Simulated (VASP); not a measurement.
# Mn: single point with LDA

The system is Mn.

```xyz
4
Lattice="2.8380 0.0000 0.0000 0.0000 2.8380 0.0000 0.0000 0.0000 5.6759" Properties=species:S:1:pos:R:3 pbc="T T T"
Mn    0.0000    0.0000    0.0000
Mn    1.4190    1.4190    1.4190
Mn    0.0000    0.0000    2.8380
Mn    1.4190    1.4190    4.2569
```

```yaml
Program: VASP 6.6.1
Task: single point
Functional: LDA
Potentials_or_basis: VASP PAW LDA potentials, release 64 (Mn_pv)
Cutoff: 520 eV
k_mesh: 3 × 3 × 2
Occupations: gaussian, width 0.05 eV
Spin: non-collinear spin, typed start
Starting_moments: "[[0.109, 1.216, -1.034], [0.497, -1.315, 2.305], [-1.895, 0.98, -1.814], [0.835, -1.851, -1.081]] μB"
```

```
Pressure                                              : -31.1 GPa
Band gap on the k mesh                                : zero (band 52 reaches 9.97 eV, above the bottom of band 53 at 9.57 eV)
Net moment                                            : 0.88 μB per cell
Valence electrons inside the program's atomic spheres : Mn 11.87
```

Stress tensor (GPa, compression positive):
```
-33.34   0.00   0.00
  0.00 -33.34   0.00
  0.00   0.00 -26.59
```

Levels at points of the mesh, in eV from the Fermi level:
```tsv
k point	band 51	band 52	band 53	band 54	band 55	band 56
(0.00, 0.00, 0.00)	-0.90	-0.90	-0.13	-0.13	0.06	0.06
(0.00, 0.00, 0.50)	-0.34	-0.34	0.26	0.26	0.26	0.26
```

Moments on the atoms (μB; x, y, z):
```
Mn  -0.09 -0.20  0.03
Mn  -0.09 -0.20  0.03
Mn  -0.09 -0.20  0.03
Mn  -0.09 -0.20  0.03
```

Wall time 3.2 min on 1 thread of Intel(R) Xeon(R) Platinum 8559C (Emerald Rapids) (shared host), peak memory 0.26 GiB.

Caveat: the k points lie up to 0.74 Å⁻¹ apart.
